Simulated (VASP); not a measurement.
# MgO (I4/mmm) in VASP: notebook

The runs below take MgO through single point, with r2SCAN.

All numbers are computed with VASP 6.6.1; they aren't measurements. Logs are shortened: lines on timing, memory, paths and dates and some standing lists are left out, and cuts for length are marked.

## Step 1: The cell of the first run

The structure is tetragonal, space group I4/mmm (No. 139). The conventional cell has a = 3.020 Å, b = 3.020 Å, c = 4.110 Å, α = 90.00°, β = 90.00°, γ = 90.00°. Mg (site symmetry 4/mmm) has 6 O at 2.06 to 2.14 Å within 2.7 Å. O (site symmetry 4/mmm) has 6 Mg at 2.06 to 2.14 Å within 2.7 Å.

## Step 2: Single point, r2SCAN (strain -0.0375 x Voigt [1, 0, 0, 0, 0, 0])

POSCAR reads:

```
MgO
1.0
    0.0000000000      2.1351500000      2.1351500000
    2.0550818750      0.0000000000      2.1351500000
    2.0550818750      2.1351500000      0.0000000000
Mg O
1 1
Direct
    0.0000000000      0.0000000000      0.0000000000
    0.5000000000      0.5000000000      0.5000000000
```

INCAR.step1 reads:

```
PREC     = Accurate       # precision mode
ENCUT    = 660            # plane-wave cutoff, eV
ISMEAR   = 0              # smearing method
SIGMA    = 0.05           # smearing width, eV
LREAL    = False          # projectors in reciprocal space
LASPH    = True           # aspherical terms in the spheres
NELM     = 120            # most SCF steps
NBANDS   = 15             # bands
GGA      = PE             # functional
ALGO     = Normal         # electronic algorithm
EDIFF    = 1E-5           # SCF threshold, eV
LWAVE    = True           # write WAVECAR
LCHARG   = False          # write CHGCAR
GGA_COMPAT= False
```

INCAR.step2 reads:

```
PREC     = Accurate       # precision mode
ENCUT    = 660            # plane-wave cutoff, eV
EDIFF    = 1E-6           # SCF threshold, eV
ISMEAR   = 0              # smearing method
SIGMA    = 0.05           # smearing width, eV
LREAL    = False          # projectors in reciprocal space
LASPH    = True           # aspherical terms in the spheres
NELM     = 120            # most SCF steps
ALGO     = Normal         # electronic algorithm
ISIF     = 2              # what is computed and relaxed
LWAVE    = False          # write WAVECAR
LCHARG   = True           # write CHGCAR
METAGGA  = R2SCAN         # meta-GGA
LMIXTAU  = True         
LELF     = True           # ELF
LVHAR    = True         
NBANDS   = 15             # bands
ISTART   = 1            
GGA_COMPAT= False
```

KPOINTS reads:

```
Automatic mesh
0
Gamma
  10 10 10
```

Potentials or basis: VASP PAW PBE potentials, release 64 (Mg_sv, O).

Command:

```console
$ cat potpaw_PBE.64/Mg_sv/POTCAR potpaw_PBE.64/O/POTCAR > POTCAR
$ cp INCAR.step1 INCAR
$ mpirun -np 1 vasp_std > vasp.out
$ cp INCAR.step2 INCAR
$ mpirun -np 1 vasp_std > vasp.out
```

OUTCAR:

```text
PREC = Accurate
   ENCUT = 660
   EDIFF = 1E-6
   ISMEAR = 0
   LREAL = False
   LASPH = True
   NELM = 120
   ISIF = 2
   METAGGA = R2SCAN
   ISTART = 1

 ion  position               nearest neighbor table
   1  0.000  0.000  0.000-   2 2.06   2 2.06
   2  0.500  0.500  0.500-   1 2.06   1 2.06

  LATTYP: Found a body centered tetragonal cell.
 ALAT       =     3.0195580877
 C/A-ratio  =     1.3611805538

  Lattice vectors:

 A1 = (  -2.0550818750,   0.0000000000,  -2.1351500000)
 A2 = (  -2.0550818750,   0.0000000000,   2.1351500000)
 A3 = (   2.0550818750,   2.1351500000,   0.0000000000)

Analysis of symmetry for initial positions (statically):
=====================================================================
 Subroutine PRICEL returns:
 Original cell was already a primitive cell.

 Routine SETGRP: Setting up the symmetry group for a
 body centered tetragonal supercell.

 Subroutine GETGRP returns: Found 16 space group operations
 (whereof 16 operations were pure point group operations)
 out of a pool of 16 trial point group operations.

The static configuration has the point symmetry D_4h.

Analysis of symmetry for dynamics (positions and initial velocities):
=====================================================================
 Subroutine PRICEL returns:
 Original cell was already a primitive cell.

 Routine SETGRP: Setting up the symmetry group for a
 body centered tetragonal supercell.

 Subroutine GETGRP returns: Found 16 space group operations
 (whereof 16 operations were pure point group operations)
 out of a pool of 16 trial point group operations.

The dynamic configuration has the point symmetry D_4h.

 Subroutine INISYM returns: Found 16 space group operations
 (whereof 16 operations are pure point group operations),
 and found     1 'primitive' translations

----------------------------------------------------------------------------------------

                                     Primitive cell

  volume of cell :      18.7377

  direct lattice vectors                    reciprocal lattice vectors
     0.000000000  2.135150000  2.135150000    -0.243299309  0.234175585  0.234175585
     2.055081875  0.000000000  2.135150000     0.243299309 -0.234175585  0.234175585
     2.055081875  2.135150000  0.000000000     0.243299309  0.234175585 -0.234175585

  length of vectors
     3.019558088  2.963482248  2.963482248     0.410939123  0.410939123  0.410939123

  position of ions in fractional coordinates (direct lattice)
     0.000000000  0.000000000  0.000000000
     0.500000000  0.500000000  0.500000000

  ion indices of the primitive-cell ions
   primitive index   ion index
                 1           1
                 2           2

----------------------------------------------------------------------------------------

 KPOINTS: Automatic mesh

Automatic generation of k-mesh.
 Grid dimensions read from file:
 generate k-points for:   10   10   10

 Generating k-lattice:

  Cartesian coordinates                     Fractional coordinates (reciprocal lattice)
    -0.024329931  0.023417558  0.023417558     0.100000000 -0.000000000 -0.000000000
     0.024329931 -0.023417558  0.023417558     0.000000000  0.100000000  0.000000000
     0.024329931  0.023417558 -0.023417558     0.000000000  0.000000000  0.100000000

  Length of vectors
     0.041093912  0.041093912  0.041093912

  Shift w.r.t. Gamma in fractional coordinates (k-lattice)
     0.000000000  0.000000000  0.000000000

 Subroutine IBZKPT returns following result:
 ===========================================

 Found    102 irreducible k-points:

 Following reciprocal coordinates:
            Coordinates               Weight
  0.000000  0.000000  0.000000      1.000000
  0.100000 -0.000000 -0.000000      8.000000
  0.200000 -0.000000 -0.000000      8.000000
  0.300000  0.000000  0.000000      8.000000
  0.400000 -0.000000 -0.000000      8.000000
  0.500000 -0.000000 -0.000000      4.000000
[... 16 lines left out ...]
  0.300000  0.300000  0.000000      4.000000
  0.400000  0.300000  0.000000     16.000000
 [... further k-points ...]
   k-points           NKPTS =    102   k-points in BZ     NKDIM =    102   number of bands    NBANDS=     15
   number of dos      NEDOS =    301   number of ions     NIONS =      2
   total plane-waves  NPLWV =  21952
   dimension x,y,z NGX =    28 NGY =   28 NGZ =   28
   dimension x,y,z NGXF=    56 NGYF=   56 NGZF=   56
   ions per type =               1   1
   NGX,Y,Z   is equivalent  to a cutoff of  15.42, 15.71, 15.71 a.u.
   NGXF,Y,Z  is equivalent  to a cutoff of  30.83, 31.41, 31.41 a.u.
 SYSTEM =  unknown system
   PREC   = accura    normal or accurate (medium, high low for compatibility)
   ISTART =      1    job   : 0-new  1-cont  2-samecut
   ICHARG =      0    charge: 1-file 2-atom 10-const
   ISPIN  =      1    spin polarized calculation?
   LNONCOLLINEAR =      F non collinear calculations
   LSORBIT =      F    spin-orbit coupling
   LASPH  =      T    aspherical Exc in radial PAW
   ENCUT  =  660.0 eV  48.51 Ry    6.96 a.u.   6.33  6.21  6.21*2*pi/ulx,y,z
   NELM   =    120;   NELMIN=  2; NELMDL=  0     # of ELM steps
   EDIFF  = 0.1E-05   stopping-criterion for ELM
   LREAL  =      F    real-space projection
   EDIFFG = 0.1E-04   stopping-criterion for IOM
   NSW    =      0    number of steps for IOM
   IBRION =     -1    ionic relax: 0-MD 1-quasi-New 2-CG
   NFREE  =      0    steps in history (QN), initial steepest desc. (CG)
   ISIF   =      2    stress and relaxation
   ISYM   =      2    0-nonsym 1-usesym 2-fastsym
   POTIM  = 0.5000    time-step for ionic-motion
   TEBEG  =    0.0;   TEEND  =   0.0 temperature during run
   PSTRESS=    0.0 pullay stress
   NELECT =      16.0000    total number of electrons
   NUPDOWN=      -1.0000    fix difference up-down
   EMIN   =  10.00;   EMAX   =-10.00  energy-range for DOS
   EFERMI =   0.00;   METHOD = LEGACY
   ISMEAR =     0;   SIGMA  =   0.05  broadening in eV -4-tet -1-fermi 0-gaus
   EFERMI_NEDOS =   21; number of points for ismear=-14 and -15
   IALGO  =     38    algorithm
   IMIX   =      4    mixing-type and parameters
     AMIX     =   0.40;   BMIX     =  1.00
     AMIX_MAG =   1.60;   BMIX_MAG =  1.00
  volume/ion in A,a.u.               =       9.37        63.22
  Fermi-wavevector in a.u.,A,eV,Ry     =   1.553136  2.935002 32.820407  2.412232
  Thomas-Fermi vector in A             =   2.657411
   LORBIT       =      0    0 simple, 1 ext, 2 COOP (PROOUT), +10 PAW based schemes
   METAGGA = R2SCAN    functional components
   LHFCALC =     F    Hartree Fock is set to
   AEXX    =    0.0000 exact exchange contribution
   IVDW    =     0    specifies the selected vdW correction
   LEPSILON=     F    determine dielectric tensor
   LRPA    =     F    only Hartree local field effects (RPA)
 non-spin polarized calculation
 Gauss-broadening in eV      SIGMA  =   0.05
  energy-cutoff  :      660.00
  volume of cell :       18.74
 maximum number of plane-waves:       740
 NGX is ok and might be reduce to    28
   NGX = 13   NGY = 13   NGZ = 13

 number of electron      15.9999990 magnetization

 Free energy of the ion-electron system (eV)
  ---------------------------------------------------
  ext. energy  EPLUGINS =         0.00000000
  ---------------------------------------------------
  free energy    TOTEN  =       -16.16126311 eV

  energy without entropy =      -16.16126311  energy(sigma->0) =      -16.16126311

 E-fermi :   2.9017     XC(G=0): -12.0210

 val. band max:        2.5143818073   @ k =   0.0000   0.0000   0.0000
 cond. band min:       8.1011633966   @ k =   0.0000   0.0000   0.0000
 fundamental gap:      5.5867815893
 Fermi energy:         2.9016972990

 k-point     1 :       0.0000    0.0000    0.0000
  band No.  band energies     occupation
      1     -72.4860      2.00000
      2     -37.5874      2.00000
      3     -37.5873      2.00000
      4     -37.5635      2.00000
      5     -15.6884      2.00000
      6       2.4252      2.00000
      7       2.5144      2.00000
      8       2.5144      2.00000
      9       8.1012      0.00000
     10      19.2123      0.00000
     11      19.2123      0.00000
     12      19.6162      0.00000
     13      23.4488      0.00000
     14      24.6133      0.00000
     15      25.9357      0.00000

 k-point     2 :       0.1000   -0.0000   -0.0000
  band No.  band energies     occupation
      1     -72.4853      2.00000
      2     -37.5929      2.00000
      3     -37.5882      2.00000
      4     -37.5663      2.00000
      5     -15.5822      2.00000
      6       1.8577      2.00000
      7       2.3969      2.00000
      8       2.4375      2.00000
      9       8.7130      0.00000
     10      18.0904      0.00000
     11      19.4533      0.00000
     12      19.7435      0.00000
     13      23.9978      0.00000
     14      25.0421      0.00000
     15      25.2476      0.00000

 k-point     3 :       0.2000   -0.0000   -0.0000
  band No.  band energies     occupation
      1     -72.4833      2.00000
      2     -37.6113      2.00000
      3     -37.5910      2.00000
      4     -37.5707      2.00000
      5     -15.2919      2.00000
      6       0.5541      2.00000
      7       2.2368      2.00000
      8       2.2427      2.00000
      9       9.9221      0.00000
     10      16.5779      0.00000
     11      19.8944      0.00000
     12      20.3297      0.00000
     13      23.4691      0.00000
     14      24.2739      0.00000
     15      26.3361      0.00000

 k-point     4 :       0.3000    0.0000    0.0000
  band No.  band energies     occupation
      1     -72.4808      2.00000
      2     -37.6361      2.00000
      3     -37.5944      2.00000
      4     -37.5737      2.00000
      5     -14.9036      2.00000
      6      -0.7702      2.00000
      7       2.0143      2.00000
      8       2.0495      2.00000
      9      10.8830      0.00000
     10      15.9215      0.00000
     11      19.9117      0.00000
     12      20.6547      0.00000
     13      24.1305      0.00000
     14      24.5036      0.00000
     15      25.8102      0.00000
[... 307 lines left out ...]
 k-point    22 :      -0.2000    0.2000    0.0000
  band No.  band energies     occupation
      1     -72.4798      2.00000
      2     -37.6306      2.00000
      3     -37.6074      2.00000
      4     -37.5765      2.00000
      5     -14.7820      2.00000
      6      -0.6258      2.00000
      7       1.1722      2.00000
      8       2.0317      2.00000
      9      11.8660      0.00000
     10      15.3207      0.00000
     11      18.7996      0.00000
     12      21.8437      0.00000
     13      22.1892      0.00000
     14      25.2526      0.00000
     15      28.6796      0.00000

 k-point    23 :       0.3000    0.3000    0.0000
  band No.  band energies     occupation
      1     -72.4793      2.00000
      2     -37.6345      2.00000
      3     -37.6018      2.00000
      4     -37.5823      2.00000
      5     -14.7506      2.00000
      6      -0.6402      2.00000
      7       1.4809      2.00000
      8       1.6750      2.00000
      9      12.3338      0.00000
     10      13.9820      0.00000
     11      17.9525      0.00000
     12      21.6305      0.00000
     13      22.0323      0.00000
     14      28.1740      0.00000
     15      31.2758      0.00000

 k-point    24 :       0.4000    0.3000    0.0000
  band No.  band energies     occupation
      1     -72.4778      2.00000
      2     -37.6440      2.00000
      3     -37.6060      2.00000
      4     -37.5870      2.00000
      5     -14.5175      2.00000
      6      -1.0743      2.00000
      7       1.1751      2.00000
      8       1.4692      2.00000
      9      13.1102      0.00000
     10      13.7454      0.00000
     11      17.1341      0.00000
     12      21.9553      0.00000
     13      22.5108      0.00000
     14      28.8864      0.00000
     15      30.8384      0.00000

 [... further k-points ...]
[... 5 lines left out ...]
  --------------------------------------------------------------------------------------
  -------------------------------------------------------------------------------------
  Total        0.5481011     -0.4498631     -0.4498631      0.0000000      0.0000000      0.0000000
  in kB       46.8657239    -38.4658283    -38.4658283      0.0000000      0.0000000      0.0000000
  external PRESSURE =     -10.0219776 kB  Pullay stress =       0.0000000 kB

 VOLUME and BASIS-vectors are now :
 -----------------------------------------------------------------------------
  energy-cutoff  :      660.00
  volume of cell :       18.74
      direct lattice vectors                 reciprocal lattice vectors
     0.000000000  2.135150000  2.135150000    -0.243299309  0.234175585  0.234175585
     2.055081875  0.000000000  2.135150000     0.243299309 -0.234175585  0.234175585
     2.055081875  2.135150000  0.000000000     0.243299309  0.234175585 -0.234175585

 POSITION                                       TOTAL-FORCE (eV/Angst)
 -----------------------------------------------------------------------------------
      0.00000      0.00000      0.00000         0.000000      0.000000      0.000000
      2.05508      2.13515      2.13515        -0.000000      0.000000     -0.000000
 -----------------------------------------------------------------------------------
    total drift:                                0.000000      0.000000      0.000000

  FREE ENERGIE OF THE ION-ELECTRON SYSTEM (eV)
  ---------------------------------------------------
  free  energy   TOTEN  =       -16.1612631142 eV

  energy  without entropy=      -16.1612631142  energy(sigma->0) =      -16.16126311
```

Wall time 1.7 min (1 thread of Intel Xeon 6975P-C (Granite Rapids), shared host); peak memory 0.18 GiB.

What came out:

```yaml
Free_energy: -16.1613 eV
Pressure: -1.0 GPa
Band_gap_on_the_k_mesh: 5.59 eV, direct
```

Levels at points of the mesh, in eV from the valence-band top:
| k point | band 5 | band 6 | band 7 | band 8 | band 9 | band 10 | band 11 | band 12 |
| --- | --- | --- | --- | --- | --- | --- | --- | --- |
| (0.00, 0.00, 0.00) | -18.20 | -0.09 | 0.00 | 0.00 | 5.59 | 16.70 | 16.70 | 17.10 |
| (0.50, 0.00, 0.00) | -16.93 | -4.61 | -0.74 | -0.66 | 8.77 | 13.77 | 17.02 | 17.94 |
| (0.50, 0.50, 0.00) | -16.76 | -4.13 | -1.45 | -1.22 | 10.16 | 11.14 | 14.08 | 20.16 |
| (0.00, 0.50, 0.50) | -16.66 | -3.99 | -1.50 | -1.50 | 9.74 | 11.10 | 14.60 | 20.09 |

Caveat: the cell differs from its parent crystal (strain -0.0375 x Voigt [1, 0, 0, 0, 0, 0]); the PAW data sets were made with another functional, which shifts forces and pressure a little.

[end of part 1 of 2]
